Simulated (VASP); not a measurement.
# F (C2/c) in VASP: further runs

F is run at these levels: PBE+D3(BJ); tasks: single point.

All numbers are computed with VASP 6.6.1; they aren't measurements. Logs are shortened: lines on timing, memory, paths and dates and some standing lists are left out, and cuts for length are marked.

## (1) The cell of the first run

It takes space group C2/c (No. 15, monoclinic). Conventional cell: a = 5.668 Å, b = 3.582 Å, c = 6.799 Å, α = 90.00°, β = 91.04°, γ = 90.00°. Within 1.5 Å of F (site symmetry 1) lie 1 F at 1.12 Å.

## (2) Single point, PBE+D3(BJ) (atoms shifted along a free coordinate)

The input, INCAR:

```
SYSTEM = F
PREC = Accurate ; ENCUT = 520
EDIFF = 1E-6 ; ISMEAR = 0
SIGMA = 0.05 ; LREAL = .False.
LASPH = .True. ; NELM = 60
ALGO = Normal ; ISIF = 2
LWAVE = .False. ; LCHARG = .True.
GGA = PE ; IVDW = 12
LELF = .True. ; LVHAR = .True.
NBANDS = 22
```

The input, KPOINTS:

```
regular mesh
0
Gamma
  8 8 4
  0 0 0
```

The input, POSCAR:

```
F
1.0
    2.8181532018     -1.7912036508      0.2974079766
    2.8181532018      1.7912036508      0.2974079766
   -0.8359919267      0.0000000000      6.7469186924
F
4
Direct
    0.9138648456      0.5855481450      0.0689225333
    0.4144518550      0.0861351544      0.4310774667
    0.0861351544      0.4144518550      0.9310774667
    0.5855481450      0.9138648456      0.5689225333
```

Potentials or basis: VASP PAW PBE potentials, release 64 (F).

Run with:

```sh
$ cat potpaw_PBE.64/F/POTCAR > POTCAR
$ mpirun -np 1 vasp_std > vasp.out
```

OUTCAR:

```text
SYSTEM = F
   PREC = Accurate
   ENCUT = 520
   EDIFF = 1E-6
   ISMEAR = 0
   LREAL = .False.
   LASPH = .True.
   NELM = 60
   ISIF = 2
   GGA = PE
   IVDW = 12
 IVDW          = 12

 ion  position               nearest neighbor table
   1  0.914  0.586  0.069-   3 1.12
   2  0.414  0.086  0.431-   4 1.12
   3  0.086  0.414  0.931-   1 1.12
   4  0.586  0.914  0.569-   2 1.12

  LATTYP: Found a base centered monoclinic cell.
 ALAT       =     5.6676058343
 B/A-ratio  =     0.6320847649
 C/A-ratio  =     1.1995389811
 COS(beta)  =    -0.0181341353

  Lattice vectors:

 A1 = (   2.8181532018,  -1.7912036508,   0.2974079766)
 A2 = (   2.8181532018,   1.7912036508,   0.2974079766)
 A3 = (  -0.8359919267,   0.0000000000,   6.7469186924)

Analysis of symmetry for initial positions (statically):
=====================================================================
 Subroutine PRICEL returns:
 Original cell was already a primitive cell.

 Routine SETGRP: Setting up the symmetry group for a
 base centered monoclinic supercell.

 Subroutine GETGRP returns: Found  4 space group operations
 (whereof  2 operations were pure point group operations)
 out of a pool of  4 trial point group operations.

The static configuration has the point symmetry S_2 .
 The point group associated with its full space group is C_2h.

Analysis of symmetry for dynamics (positions and initial velocities):
=====================================================================
 Subroutine PRICEL returns:
 Original cell was already a primitive cell.

 Routine SETGRP: Setting up the symmetry group for a
 base centered monoclinic supercell.

 Subroutine GETGRP returns: Found  4 space group operations
 (whereof  2 operations were pure point group operations)
 out of a pool of  4 trial point group operations.

The dynamic configuration has the point symmetry S_2 .
 The point group associated with its full space group is C_2h.

 Subroutine INISYM returns: Found  4 space group operations
 (whereof  2 operations are pure point group operations),
 and found     1 'primitive' translations

----------------------------------------------------------------------------------------

                                     Primitive cell

  volume of cell :      69.0061

  direct lattice vectors                    reciprocal lattice vectors
     2.818153202 -1.791203651  0.297407977     0.175131091 -0.279141905  0.021700006
     2.818153202  1.791203651  0.297407977     0.175131091  0.279141905  0.021700006
    -0.835991927  0.000000000  6.746918692    -0.015439754  0.000000000  0.146302710

  length of vectors
     3.352439335  3.352439335  6.798514128     0.330245352  0.330245352  0.147115156

  position of ions in fractional coordinates (direct lattice)
     0.913864846  0.585548145  0.068922533
     0.414451855  0.086135154  0.431077467
     0.086135154  0.414451855  0.931077467
     0.585548145  0.913864846  0.568922533

  ion indices of the primitive-cell ions
   primitive index   ion index
                 1           1
                 2           2
                 3           3
                 4           4

----------------------------------------------------------------------------------------

 KPOINTS: regular mesh

Automatic generation of k-mesh.
 Grid dimensions read from file:
 generate k-points for:    8    8    4

 Generating k-lattice:

  Cartesian coordinates                     Fractional coordinates (reciprocal lattice)
     0.021891386 -0.034892738  0.002712501     0.125000000  0.000000000  0.000000000
     0.021891386  0.034892738  0.002712501     0.000000000  0.125000000  0.000000000
    -0.003859939  0.000000000  0.036575678     0.000000000  0.000000000  0.250000000

  Length of vectors
     0.041280669  0.041280669  0.036778789

  Shift w.r.t. Gamma in fractional coordinates (k-lattice)
     0.000000000  0.000000000  0.000000000

 Subroutine IBZKPT returns following result:
 ===========================================

 Found     78 irreducible k-points:

 Following reciprocal coordinates:
            Coordinates               Weight
  0.000000  0.000000  0.000000      1.000000
  0.125000  0.000000  0.000000      4.000000
  0.250000  0.000000  0.000000      4.000000
  0.375000 -0.000000  0.000000      4.000000
  0.500000  0.000000  0.000000      2.000000
  0.125000  0.125000  0.000000      2.000000
[... 16 lines left out ...]
  0.125000  0.000000  0.250000      4.000000
  0.250000  0.000000  0.250000      4.000000
 [... further k-points ...]
   k-points           NKPTS =     78   k-points in BZ     NKDIM =     78   number of bands    NBANDS=     22
   number of dos      NEDOS =    301   number of ions     NIONS =      4
   total plane-waves  NPLWV =  42336
   dimension x,y,z NGX =    28 NGY =   28 NGZ =   54
   dimension x,y,z NGXF=    56 NGYF=   56 NGZF=  108
   ions per type =               4
   NGX,Y,Z   is equivalent  to a cutoff of  13.89, 13.89, 13.20 a.u.
   NGXF,Y,Z  is equivalent  to a cutoff of  27.77, 27.77, 26.41 a.u.
 SYSTEM =  F
   PREC   = accura    normal or accurate (medium, high low for compatibility)
   ISTART =      0    job   : 0-new  1-cont  2-samecut
   ICHARG =      2    charge: 1-file 2-atom 10-const
   ISPIN  =      1    spin polarized calculation?
   LNONCOLLINEAR =      F non collinear calculations
   LSORBIT =      F    spin-orbit coupling
   LASPH  =      T    aspherical Exc in radial PAW
   ENCUT  =  520.0 eV  38.22 Ry    6.18 a.u.   6.23  6.23 12.64*2*pi/ulx,y,z
   NELM   =     60;   NELMIN=  2; NELMDL= -5     # of ELM steps
   EDIFF  = 0.1E-05   stopping-criterion for ELM
   LREAL  =      F    real-space projection
   EDIFFG = 0.1E-04   stopping-criterion for IOM
   NSW    =      0    number of steps for IOM
   IBRION =     -1    ionic relax: 0-MD 1-quasi-New 2-CG
   NFREE  =      0    steps in history (QN), initial steepest desc. (CG)
   ISIF   =      2    stress and relaxation
   ISYM   =      2    0-nonsym 1-usesym 2-fastsym
   POTIM  = 0.5000    time-step for ionic-motion
   TEBEG  =    0.0;   TEEND  =   0.0 temperature during run
   PSTRESS=    0.0 pullay stress
   NELECT =      28.0000    total number of electrons
   NUPDOWN=      -1.0000    fix difference up-down
   EMIN   =  10.00;   EMAX   =-10.00  energy-range for DOS
   EFERMI =   0.00;   METHOD = LEGACY
   ISMEAR =     0;   SIGMA  =   0.05  broadening in eV -4-tet -1-fermi 0-gaus
   EFERMI_NEDOS =   21; number of points for ismear=-14 and -15
   IALGO  =     38    algorithm
   IMIX   =      4    mixing-type and parameters
     AMIX     =   0.40;   BMIX     =  1.00
     AMIX_MAG =   1.60;   BMIX_MAG =  1.00
  volume/ion in A,a.u.               =      17.25       116.42
  Fermi-wavevector in a.u.,A,eV,Ry     =   1.211988  2.290326 19.985812  1.468916
  Thomas-Fermi vector in A             =   2.347487
   LORBIT       =      0    0 simple, 1 ext, 2 COOP (PROOUT), +10 PAW based schemes
   GGA     = PE    functional components
   LHFCALC =     F    Hartree Fock is set to
   AEXX    =    0.0000 exact exchange contribution
   IVDW    =    12    specifies the selected vdW correction
   LEPSILON=     F    determine dielectric tensor
   LRPA    =     F    only Hartree local field effects (RPA)
 non-spin polarized calculation
 Gauss-broadening in eV      SIGMA  =   0.05
  energy-cutoff  :      520.00
  volume of cell :       69.01
 maximum number of plane-waves:      1884
 NGX is ok and might be reduce to    28
   NGX = 13   NGY = 13   NGZ = 25

 number of electron      28.0000003 magnetization

 Free energy of the ion-electron system (eV)
  ---------------------------------------------------
  ext. energy  EPLUGINS =         0.00000000
  ---------------------------------------------------
  free energy    TOTEN  =        -0.78914246 eV

  energy without entropy =       -0.78914246  energy(sigma->0) =       -0.78914246

 E-fermi :  -3.4937     XC(G=0):  -7.0658

 val. band max:       -3.7720078012   @ k =   0.5000   0.0000   0.5000
 cond. band min:       3.3289133552   @ k =   0.1250   0.0000   0.0000
 fundamental gap:      7.1009211564
 Fermi energy:        -3.4936590776

 k-point     1 :       0.0000    0.0000    0.0000
  band No.  band energies     occupation
      1     -36.6462      2.00000
      2     -36.6302      2.00000
      3     -21.4748      2.00000
      4     -21.2939      2.00000
      5     -13.0383      2.00000
      6     -12.5987      2.00000
[... 14 lines left out ...]
     21      14.0097      0.00000
     22      14.8742      0.00000

 k-point     2 :       0.1250    0.0000    0.0000
  band No.  band energies     occupation
      1     -36.6419      2.00000
      2     -36.6271      2.00000
      3     -21.4719      2.00000
      4     -21.3050      2.00000
      5     -13.0151      2.00000
      6     -12.5951      2.00000
[... 14 lines left out ...]
     21      13.7136      0.00000
     22      13.8136      0.00000

 k-point     3 :       0.2500    0.0000    0.0000
  band No.  band energies     occupation
      1     -36.6308      2.00000
      2     -36.6196      2.00000
      3     -21.4615      2.00000
      4     -21.3350      2.00000
      5     -12.9438      2.00000
      6     -12.5907      2.00000
[... 14 lines left out ...]
     21      12.5666      0.00000
     22      12.9081      0.00000
[... 476 lines left out ...]
 k-point    23 :       0.1250    0.0000    0.2500
  band No.  band energies     occupation
      1     -36.6396      2.00000
      2     -36.6295      2.00000
      3     -21.4479      2.00000
      4     -21.3303      2.00000
      5     -12.9577      2.00000
      6     -12.6627      2.00000
[... 14 lines left out ...]
     21      13.2829      0.00000
     22      14.3020      0.00000

 k-point    24 :       0.2500    0.0000    0.2500
  band No.  band energies     occupation
      1     -36.6292      2.00000
      2     -36.6213      2.00000
      3     -21.4430      2.00000
      4     -21.3544      2.00000
      5     -12.8926      2.00000
      6     -12.6440      2.00000
[... 14 lines left out ...]
     21      11.7702      0.00000
     22      12.3839      0.00000

 [... further k-points ...]

------------------------ aborting loop because EDIFF is reached ----------------------------------------

 Edisp (eV)   -0.10541

 E8    (eV) :    -0.0227

  FORCE on cell =-STRESS in cart. coord.  units (eV):
  Direction    XX          YY          ZZ          XY          YZ          ZX
  --------------------------------------------------------------------------------------
  -------------------------------------------------------------------------------------
  Total       0.36567    20.06790    46.18153     0.00000     0.00000    -5.93165
  in kB       8.49016   465.93491  1072.23922     0.00000     0.00000  -137.72052
  external pressure =      515.55 kB  Pullay stress =        0.00 kB

 VOLUME and BASIS-vectors are now :
 -----------------------------------------------------------------------------
  energy-cutoff  :      520.00
  volume of cell :       69.01
      direct lattice vectors                 reciprocal lattice vectors
     2.818153202 -1.791203651  0.297407977     0.175131091 -0.279141905  0.021700006
     2.818153202  1.791203651  0.297407977     0.175131091  0.279141905  0.021700006
    -0.835991927  0.000000000  6.746918692    -0.015439754  0.000000000  0.146302710

 POSITION                                       TOTAL-FORCE (eV/Angst)
 -----------------------------------------------------------------------------------
      4.16796     -0.58808      0.91095        -3.190706     16.562149     25.055020
      1.05035     -0.58808      3.05732         3.190706     16.562149    -25.055020
      0.63236      0.58808      6.43078         3.190706    -16.562149    -25.055020
      3.74996      0.58808      4.28441        -3.190706    -16.562149     25.055020
 -----------------------------------------------------------------------------------
    total drift:                               -0.000000     -0.000000      0.000000

  FREE ENERGIE OF THE ION-ELECTRON SYSTEM (eV)
  ---------------------------------------------------
  free  energy   TOTEN  =        -0.8945513869 eV

  energy  without entropy=       -0.8945513869  energy(sigma->0) =       -0.89455139
```

Wall time 46 s (1 thread of AMD EPYC 9R45 (Zen 5), shared host); peak memory 0.21 GiB.

What came out:

| Property | Result |
| --- | --- |
| Free energy | -0.8946 eV |
| Pressure | 51.6 GPa |
| Largest force | 30.203 eV/Å |
| Band gap on the k mesh | 7.10 eV (least direct gap 7.16 eV) |
| Dispersion energy per atom | -0.026 eV |

Forces in eV/Å, atoms in the order of the input:
```
F    -3.191  16.562  25.055
F     3.191  16.562 -25.055
F     3.191 -16.562 -25.055
F    -3.191 -16.562  25.055
```

Stress tensor (GPa, compression positive):
```
  0.85   0.00 -13.77
  0.00  46.59   0.00
-13.77   0.00 107.22
```

Caveat: the cell differs from its parent crystal (atoms shifted along a free coordinate); the standard files for N, O and F lose accuracy on very short bonds; the stress differs along the axes, from 1 to 107 GPa; forces of over 1 eV/Å act on the atoms, so gaps and moduli don't describe the material at rest. A k mesh can miss the band edges.

## (3) Single point, PBE+D3(BJ) (atoms shifted along a free coordinate)

The input, INCAR:

```
SYSTEM = F
PREC = Accurate
ENCUT = 520
EDIFF = 1E-6
ISMEAR = 0
SIGMA = 0.05
LREAL = .False.
LASPH = .True.
NELM = 100
ALGO = Normal
ISIF = 2
LWAVE = .False.
LCHARG = .False.
GGA = PE
IVDW = 12
NBANDS = 22
```

The input, KPOINTS:

```
Automatic mesh
0
Gamma
  8 8 4
  0 0 0
```

The input, POSCAR:

```
F
1.0
    2.8181532018     -1.7912036508      0.2974079766
    2.8181532018      1.7912036508      0.2974079766
   -0.8359919267      0.0000000000      6.7469186924
F
4
Direct
    0.9138648456      0.5855481450      0.1105934036
    0.4144518550      0.0861351544      0.3894065964
    0.0861351544      0.4144518550      0.8894065964
    0.5855481450      0.9138648456      0.6105934036
```

Potentials or basis: VASP PAW PBE potentials, release 64 (F).

Run with:

```sh
$ cat potpaw_PBE.64/F/POTCAR > POTCAR
$ mpirun -np 1 vasp_std > vasp.out
```

It took 39 s on 1 thread of AMD EPYC 9R45 (Zen 5), shared host; peak memory 0.2 GiB.

Results (log left out):

| Property | Result |
| --- | --- |
| Free energy | -6.6126 eV |
| Pressure | -9.4 GPa |
| Largest force | 3.199 eV/Å |
| Band gap on the k mesh | 1.09 eV |
| Dispersion energy per atom | -0.028 eV |

Forces on the atoms (eV/Å):
```
F    0.373 -1.214 -2.937
F   -0.373 -1.214  2.937
F   -0.373  1.214  2.937
F    0.373  1.214 -2.937
```

Stress tensor (GPa, compression positive):
```
 -0.79   0.00   2.78
  0.00  -5.02   0.00
  2.78   0.00 -22.42
```

Levels at points of the mesh, in eV from the valence-band top:
```csv
k point,band 11,band 12,band 13,band 14,band 15,band 16,band 17,band 18
"(0.00, 0.00, 0.00)",-0.51,-0.12,-0.03,0.00,1.09,1.81,9.67,12.30
"(0.50, 0.00, 0.00)",-0.49,-0.48,-0.17,-0.16,1.60,1.60,13.84,13.85
"(0.50, 0.50, 0.00)",-0.68,-0.60,-0.09,-0.03,1.22,1.76,14.01,14.90
"(0.00, 0.00, 0.50)",-0.28,-0.28,-0.07,-0.07,1.45,1.45,10.54,10.54
"(0.50, 0.00, 0.50)",-0.33,-0.32,-0.13,-0.12,1.52,1.52,14.41,14.43
"(0.50, 0.50, 0.50)",-0.35,-0.35,-0.33,-0.33,1.50,1.50,14.49,14.49
```

Caveat: the cell differs from its parent crystal (atoms shifted along a free coordinate); the stress differs along the axes, from -22 to -1 GPa; forces of over 1 eV/Å act on the atoms, so gaps and moduli don't describe the material at rest. A k mesh can miss the band edges.

## (4) Single point, PBE+D3(BJ) (atoms shifted along a free coordinate)

The input, INCAR:

```
PREC = Accurate
ENCUT = 520
EDIFF = 1E-6
ISMEAR = 0
SIGMA = 0.05
LREAL = False
LASPH = True
NELM = 80
ALGO = Normal
ISIF = 2
LWAVE = False
LCHARG = True
GGA = PE
IVDW = 12
LELF = True
LVHAR = True
NBANDS = 22
```

The input, KPOINTS:

```
regular mesh
0
Gamma
  8 8 4
```

The input, POSCAR:

```
F
1.0
    2.8613483419     -1.8186582592      0.3019664865
    2.8613483419      1.8186582592      0.3019664865
   -0.8488055624      0.0000000000      6.8503318418
F
4
Direct
    0.9138648456      0.5855481450      0.1189334613
    0.4144518550      0.0861351544      0.3810665387
    0.0861351544      0.4144518550      0.8810665387
    0.5855481450      0.9138648456      0.6189334613
```

Run with:

```sh
$ cat potpaw_PBE.64/F/POTCAR > POTCAR
$ mpirun -np 1 vasp_std > vasp.out
```

It took 40 s on 1 thread of AMD EPYC 9R45 (Zen 5), shared host; peak memory 0.21 GiB.

Results (log left out):

```
Free energy                : -5.7214 eV
Pressure                   : -10.9 GPa
Largest force              : 3.177 eV/Å
Band gap on the k mesh     : 0.43 eV
Dispersion energy per atom : -0.031 eV
```

Forces on the atoms (eV/Å):
```
F    0.373 -1.156 -2.936
F   -0.373 -1.156  2.936
F   -0.373  1.156  2.936
F    0.373  1.156 -2.936
```

Stress tensor (GPa, compression positive):
```
 -0.92   0.00   3.14
  0.00  -6.29   0.00
  3.14   0.00 -25.49
```

Levels at points of the mesh, in eV from the valence-band top:
| k point | band 10 | band 11 | band 12 | band 13 | band 14 | band 15 | band 16 | band 17 | band 18 | band 19 |
| --- | --- | --- | --- | --- | --- | --- | --- | --- | --- | --- |
| (0.00, 0.00, 0.00) | -1.25 | -0.63 | -0.16 | -0.04 | 0.00 | 0.43 | 1.10 | 9.81 | 12.45 | 13.32 |
| (0.50, 0.00, 0.00) | -1.44 | -0.63 | -0.63 | -0.21 | -0.20 | 0.98 | 0.98 | 13.90 | 13.90 | 15.97 |
| (0.50, 0.50, 0.00) | -1.39 | -0.72 | -0.71 | -0.09 | -0.04 | 0.52 | 1.06 | 14.10 | 14.97 | 15.83 |
| (0.00, 0.00, 0.50) | -1.31 | -0.32 | -0.32 | -0.10 | -0.10 | 0.78 | 0.78 | 10.67 | 10.67 | 16.06 |
| (0.50, 0.00, 0.50) | -1.46 | -0.37 | -0.35 | -0.17 | -0.16 | 0.86 | 0.86 | 14.42 | 14.49 | 14.52 |
| (0.50, 0.50, 0.50) | -1.67 | -0.37 | -0.37 | -0.34 | -0.34 | 0.81 | 0.81 | 14.55 | 14.55 | 15.51 |

Caveat: the cell differs from its parent crystal (atoms shifted along a free coordinate); the stress differs along the axes, from -25 to -1 GPa; forces of over 1 eV/Å act on the atoms, so gaps and moduli don't describe the material at rest. A k mesh can miss the band edges.

(Continued in part 2 of 2.)
